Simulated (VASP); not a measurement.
# Mo3P5 (Pm-3m) in VASP: notebook

Mo3P5 is run at these levels: PBE; tasks: single point, relaxation of cell and atoms.

Everything below comes from runs of VASP 6.6.1. Logs are shortened: lines on timing, memory, paths and dates and some standing lists are left out, and cuts for length are marked.

**1. The cell of the first run**

The structure is cubic, space group Pm-3m (No. 221). The conventional cell has a = 4.946 Å, b = 4.946 Å, c = 4.946 Å, α = 90.00°, β = 90.00°, γ = 90.00°. Mo (site symmetry 4/mmm) has 6 P at 2.47 Å within 3.3 Å. P (site symmetry 4/mmm) has 4 Mo at 2.47 Å and 2 P at 2.47 Å within 3.3 Å. Within 3.3 Å of P (site symmetry m-3m) lie 6 P at 2.47 Å. P (site symmetry m-3m) has 6 Mo at 2.47 Å within 3.3 Å.

The cell was generated, and may not be a known phase.

**2. Single point, PBE, collinear spin**

The input, INCAR:

```
PREC = Accurate
ENCUT = 520
EDIFF = 1E-6
ISMEAR = 0
SIGMA = 0.1
LREAL = False
LASPH = True
NELM = 150
ALGO = Normal
ISIF = 2
LWAVE = False
LCHARG = False
ISPIN = 2
MAGMOM = 1 1 1 0 0 0 0 0
LORBIT = 11
LMAXMIX = 4
GGA = PE
NBANDS = 48
```

The input, KPOINTS:

```
regular mesh
0
Gamma
  4 4 4
```

The input, POSCAR:

```
Mo3P5
1.0
    4.9456791156      0.0000000000      0.0000000000
    0.0000000000      4.9456791156      0.0000000000
    0.0000000000      0.0000000000      4.9456791156
Mo P
3 5
Direct
    0.5000000000      0.0000000000      0.0000000000
    0.0000000000      0.5000000000      0.0000000000
    0.0000000000      0.0000000000      0.5000000000
    0.0000000000      0.5000000000      0.5000000000
    0.5000000000      0.0000000000      0.5000000000
    0.5000000000      0.5000000000      0.0000000000
    0.5000000000      0.5000000000      0.5000000000
    0.0000000000      0.0000000000      0.0000000000
```

Potentials or basis: VASP PAW PBE potentials, release 64 (Mo_sv, P).

Command:

```
$ cat potpaw_PBE.64/Mo_sv/POTCAR potpaw_PBE.64/P/POTCAR > POTCAR
$ mpirun -np 1 vasp_std > vasp.out
```

OUTCAR:

```text
PREC = Accurate
   ENCUT = 520
   EDIFF = 1E-6
   ISMEAR = 0
   LREAL = False
   LASPH = True
   NELM = 150
   ISIF = 2
   ISPIN = 2
   LORBIT = 11
   GGA = PE

 ion  position               nearest neighbor table
   1  0.500  0.000  0.000-   5 2.47   6 2.47   8 2.47   5 2.47   6 2.47   8 2.47
   2  0.000  0.500  0.000-   4 2.47   6 2.47   8 2.47   4 2.47   8 2.47   6 2.47
   3  0.000  0.000  0.500-   4 2.47   5 2.47   8 2.47   8 2.47   4 2.47   5 2.47
   4  0.000  0.500  0.500-   2 2.47   3 2.47   7 2.47   2 2.47   3 2.47   7 2.47
   5  0.500  0.000  0.500-   1 2.47   3 2.47   7 2.47   1 2.47   7 2.47   3 2.47
   6  0.500  0.500  0.000-   1 2.47   2 2.47   7 2.47   7 2.47   1 2.47   2 2.47
   7  0.500  0.500  0.500-   4 2.47   5 2.47   6 2.47   6 2.47   5 2.47   4 2.47
   8  0.000  0.000  0.000-   1 2.47   2 2.47   3 2.47   3 2.47   2 2.47   1 2.47

  LATTYP: Found a simple cubic cell.
 ALAT       =     4.9456791156

  Lattice vectors:

 A1 = (   4.9456791156,   0.0000000000,   0.0000000000)
 A2 = (   0.0000000000,   4.9456791156,   0.0000000000)
 A3 = (   0.0000000000,   0.0000000000,   4.9456791156)

Analysis of symmetry for initial positions (statically):
=====================================================================
 Subroutine PRICEL returns:
 Original cell was already a primitive cell.

 Routine SETGRP: Setting up the symmetry group for a
 simple cubic supercell.

 Subroutine GETGRP returns: Found 48 space group operations
 (whereof 48 operations were pure point group operations)
 out of a pool of 48 trial point group operations.

The static configuration has the point symmetry O_h .

Analysis of symmetry for dynamics (positions and initial velocities):
=====================================================================
 Subroutine PRICEL returns:
 Original cell was already a primitive cell.

 Routine SETGRP: Setting up the symmetry group for a
 simple cubic supercell.

 Subroutine GETGRP returns: Found 48 space group operations
 (whereof 48 operations were pure point group operations)
 out of a pool of 48 trial point group operations.

The dynamic configuration has the point symmetry O_h .

Analysis of structural, dynamic, and magnetic symmetry:
=====================================================================
 Subroutine PRICEL returns:
 Original cell was already a primitive cell.

 Routine SETGRP: Setting up the symmetry group for a
 simple cubic supercell.

 Subroutine GETGRP returns: Found 48 space group operations
 (whereof 48 operations were pure point group operations)
 out of a pool of 48 trial point group operations.

The overall configuration has the point symmetry O_h .

 Subroutine INISYM returns: Found 48 space group operations
 (whereof 48 operations are pure point group operations),
 and found     1 'primitive' translations

----------------------------------------------------------------------------------------

                                     Primitive cell

  volume of cell :     120.9700

  direct lattice vectors                    reciprocal lattice vectors
     4.945679116  0.000000000  0.000000000     0.202196701  0.000000000  0.000000000
     0.000000000  4.945679116  0.000000000     0.000000000  0.202196701  0.000000000
     0.000000000  0.000000000  4.945679116     0.000000000  0.000000000  0.202196701

  length of vectors
     4.945679116  4.945679116  4.945679116     0.202196701  0.202196701  0.202196701

  position of ions in fractional coordinates (direct lattice)
     0.500000000  0.000000000  0.000000000
     0.000000000  0.500000000  0.000000000
     0.000000000  0.000000000  0.500000000
     0.000000000  0.500000000  0.500000000
     0.500000000  0.000000000  0.500000000
     0.500000000  0.500000000  0.000000000
     0.500000000  0.500000000  0.500000000
     0.000000000  0.000000000  0.000000000

  ion indices of the primitive-cell ions
   primitive index   ion index
                 1           1
                 2           2
                 3           3
                 4           4
                 5           5
                 6           6
                 7           7
                 8           8

----------------------------------------------------------------------------------------

 KPOINTS: regular mesh

Automatic generation of k-mesh.
 Grid dimensions read from file:
 generate k-points for:    4    4    4

 Generating k-lattice:

  Cartesian coordinates                     Fractional coordinates (reciprocal lattice)
     0.050549175  0.000000000  0.000000000     0.250000000  0.000000000  0.000000000
     0.000000000  0.050549175  0.000000000     0.000000000  0.250000000  0.000000000
     0.000000000  0.000000000  0.050549175     0.000000000  0.000000000  0.250000000

  Length of vectors
     0.050549175  0.050549175  0.050549175

  Shift w.r.t. Gamma in fractional coordinates (k-lattice)
     0.000000000  0.000000000  0.000000000

 Subroutine IBZKPT returns following result:
 ===========================================

 Found     10 irreducible k-points:

 Following reciprocal coordinates:
            Coordinates               Weight
  0.000000  0.000000  0.000000      1.000000
  0.250000  0.000000  0.000000      6.000000
  0.500000  0.000000  0.000000      3.000000
  0.250000  0.250000  0.000000     12.000000
  0.500000  0.250000  0.000000     12.000000
  0.500000  0.500000  0.000000      3.000000
  0.250000  0.250000  0.250000      8.000000
  0.500000  0.250000  0.250000     12.000000
  0.500000  0.500000  0.250000      6.000000
  0.500000  0.500000  0.500000      1.000000
   k-points           NKPTS =     10   k-points in BZ     NKDIM =     10   number of bands    NBANDS=     48
   number of dos      NEDOS =    301   number of ions     NIONS =      8
   total plane-waves  NPLWV =  64000
   dimension x,y,z NGX =    40 NGY =   40 NGZ =   40
   dimension x,y,z NGXF=    80 NGYF=   80 NGZF=   80
   ions per type =               3   5
   NGX,Y,Z   is equivalent  to a cutoff of  13.45, 13.45, 13.45 a.u.
   NGXF,Y,Z  is equivalent  to a cutoff of  26.89, 26.89, 26.89 a.u.
 SYSTEM =  unknown system
   PREC   = accura    normal or accurate (medium, high low for compatibility)
   ISTART =      0    job   : 0-new  1-cont  2-samecut
   ICHARG =      2    charge: 1-file 2-atom 10-const
   ISPIN  =      2    spin polarized calculation?
   LNONCOLLINEAR =      F non collinear calculations
   LSORBIT =      F    spin-orbit coupling
   LASPH  =      T    aspherical Exc in radial PAW
   ENCUT  =  520.0 eV  38.22 Ry    6.18 a.u.   9.20  9.20  9.20*2*pi/ulx,y,z
   NELM   =    150;   NELMIN=  2; NELMDL= -5     # of ELM steps
   EDIFF  = 0.1E-05   stopping-criterion for ELM
   LREAL  =      F    real-space projection
   EDIFFG = 0.1E-04   stopping-criterion for IOM
   NSW    =      0    number of steps for IOM
   IBRION =     -1    ionic relax: 0-MD 1-quasi-New 2-CG
   NFREE  =      0    steps in history (QN), initial steepest desc. (CG)
   ISIF   =      2    stress and relaxation
   ISYM   =      2    0-nonsym 1-usesym 2-fastsym
   POTIM  = 0.5000    time-step for ionic-motion
   TEBEG  =    0.0;   TEEND  =   0.0 temperature during run
   PSTRESS=    0.0 pullay stress
   NELECT =      67.0000    total number of electrons
   NUPDOWN=      -1.0000    fix difference up-down
   EMIN   =  10.00;   EMAX   =-10.00  energy-range for DOS
   EFERMI =   0.00;   METHOD = LEGACY
   ISMEAR =     0;   SIGMA  =   0.10  broadening in eV -4-tet -1-fermi 0-gaus
   EFERMI_NEDOS =   21; number of points for ismear=-14 and -15
   IALGO  =     38    algorithm
   IMIX   =      4    mixing-type and parameters
     AMIX     =   0.40;   BMIX     =  1.00
     AMIX_MAG =   1.60;   BMIX_MAG =  1.00
  volume/ion in A,a.u.               =      15.12       102.04
  Fermi-wavevector in a.u.,A,eV,Ry     =   1.344437  2.540618 24.592683  1.807511
  Thomas-Fermi vector in A             =   2.472431
   LORBIT       =     11    0 simple, 1 ext, 2 COOP (PROOUT), +10 PAW based schemes
   GGA     = PE    functional components
   LHFCALC =     F    Hartree Fock is set to
   AEXX    =    0.0000 exact exchange contribution
   IVDW    =     0    specifies the selected vdW correction
   LEPSILON=     F    determine dielectric tensor
   LRPA    =     F    only Hartree local field effects (RPA)
 spin polarized calculation
 Gauss-broadening in eV      SIGMA  =   0.10
  energy-cutoff  :      520.00
  volume of cell :      120.97
 maximum number of plane-waves:      3294
 NGX is ok and might be reduce to    40
   NGX = 19   NGY = 19   NGZ = 19

 number of electron      67.0000000 magnetization       0.0010166

 Free energy of the ion-electron system (eV)
  ---------------------------------------------------
  ext. energy  EPLUGINS =         0.00000000
  ---------------------------------------------------
  free energy    TOTEN  =       -58.90915282 eV

  energy without entropy =      -58.87457500  energy(sigma->0) =      -58.89186391

 E-fermi :  10.6629     XC(G=0): -12.0288

 val. band max:       10.6588308597   @ k =   0.5000   0.2500   0.0000
 cond. band min:      10.7606820993   @ k =   0.5000   0.2500   0.0000
 fundamental gap:      0.1018512396
 Fermi energy:        10.6628772614

 spin component 1

 k-point     1 :       0.0000    0.0000    0.0000
  band No.  band energies     occupation
      1     -50.6292      1.00000
      2     -50.6125      1.00000
      3     -50.6125      1.00000
      4     -24.9756      1.00000
      5     -24.9756      1.00000
      6     -24.9756      1.00000
[... 37 lines left out ...]
     44      14.3117      0.00000
     45      14.8302      0.00000
[... 390 lines left out ...]
      4     -25.0869      1.00000
      5     -24.9056      1.00000
      6     -24.9056      1.00000
[... 37 lines left out ...]
     44      15.0726      0.00000
     45      16.1417      0.00000
 Fermi energy:        10.6628772614

 spin component 2

 k-point     1 :       0.0000    0.0000    0.0000
  band No.  band energies     occupation
      1     -50.6289      1.00000
      2     -50.6122      1.00000
      3     -50.6122      1.00000
      4     -24.9753      1.00000
      5     -24.9753      1.00000
      6     -24.9753      1.00000
[... 37 lines left out ...]
     44      14.3119      0.00000
     45      14.8303      0.00000
[... 390 lines left out ...]
      4     -25.0867      1.00000
      5     -24.9054      1.00000
      6     -24.9054      1.00000
[... 37 lines left out ...]
     44      15.0726      0.00000
     45      16.1418      0.00000
 [bands above 45 left out]

------------------------ aborting loop because EDIFF is reached ----------------------------------------

  FORCE on cell =-STRESS in cart. coord.  units (eV):
  Direction    XX          YY          ZZ          XY          YZ          ZX
  --------------------------------------------------------------------------------------
  -------------------------------------------------------------------------------------
  Total        0.0905189      0.0905189      0.0905189     -0.0000000      0.0000000     -0.0000000
  in kB        1.1988701      1.1988701      1.1988701     -0.0000000      0.0000000     -0.0000000
  external PRESSURE =       1.1988701 kB  Pullay stress =       0.0000000 kB

 VOLUME and BASIS-vectors are now :
 -----------------------------------------------------------------------------
  energy-cutoff  :      520.00
  volume of cell :      120.97
      direct lattice vectors                 reciprocal lattice vectors
     4.945679116  0.000000000  0.000000000     0.202196701  0.000000000  0.000000000
     0.000000000  4.945679116  0.000000000     0.000000000  0.202196701  0.000000000
     0.000000000  0.000000000  4.945679116     0.000000000  0.000000000  0.202196701

 POSITION                                       TOTAL-FORCE (eV/Angst)
 -----------------------------------------------------------------------------------
      2.47284      0.00000      0.00000         0.000000      0.000000      0.000000
      0.00000      2.47284      0.00000         0.000000      0.000000      0.000000
      0.00000      0.00000      2.47284         0.000000      0.000000      0.000000
      0.00000      2.47284      2.47284         0.000000      0.000000      0.000000
      2.47284      0.00000      2.47284         0.000000      0.000000      0.000000
      2.47284      2.47284      0.00000         0.000000      0.000000      0.000000
      2.47284      2.47284      2.47284         0.000000      0.000000      0.000000
      0.00000      0.00000      0.00000         0.000000      0.000000      0.000000
 -----------------------------------------------------------------------------------
    total drift:                                0.000000      0.000000     -0.000000

  FREE ENERGIE OF THE ION-ELECTRON SYSTEM (eV)
  ---------------------------------------------------
  free  energy   TOTEN  =       -58.9091528209 eV

  energy  without entropy=      -58.8745750011  energy(sigma->0) =      -58.89186391

 total charge

# of ion       s       p       d       tot
------------------------------------------
    1        2.258   6.155   4.056  12.469
    2        2.258   6.155   4.056  12.469
    3        2.258   6.155   4.056  12.469
    4        1.031   1.456   0.000   2.488
    5        1.031   1.456   0.000   2.488
    6        1.031   1.456   0.000   2.488
    7        1.139   1.219   0.000   2.358
    8        1.023   1.503   0.000   2.526
--------------------------------------------------
tot         12.029  25.554  12.169  49.753

 magnetization (x)

# of ion       s       p       d       tot
------------------------------------------
    1        0.000   0.000   0.000   0.000
    2        0.000   0.000   0.000   0.000
    3        0.000   0.000   0.000   0.000
    4       -0.000  -0.000   0.000  -0.000
    5       -0.000  -0.000   0.000  -0.000
    6       -0.000  -0.000   0.000  -0.000
    7        0.000   0.000   0.000   0.000
    8       -0.000  -0.000   0.000  -0.000
--------------------------------------------------
tot          0.000  -0.000   0.001   0.001
```

Run time: 1.8 min. Hardware: 1 thread of Intel Xeon Platinum 8175M at 2.50GHz (Skylake/Cascade Lake), shared host; peak memory 0.32 GiB.

Results:

| Property | Result |
| --- | --- |
| Free energy | -58.9092 eV |
| Pressure | 0.1 GPa |
| Net moment | 0.00 μB per cell |
| Valence electrons inside the program's atomic spheres | Mo 12.47; P 2.49, 2.36, 2.53 (each value once) |

(Continued in part 2 of 2.)
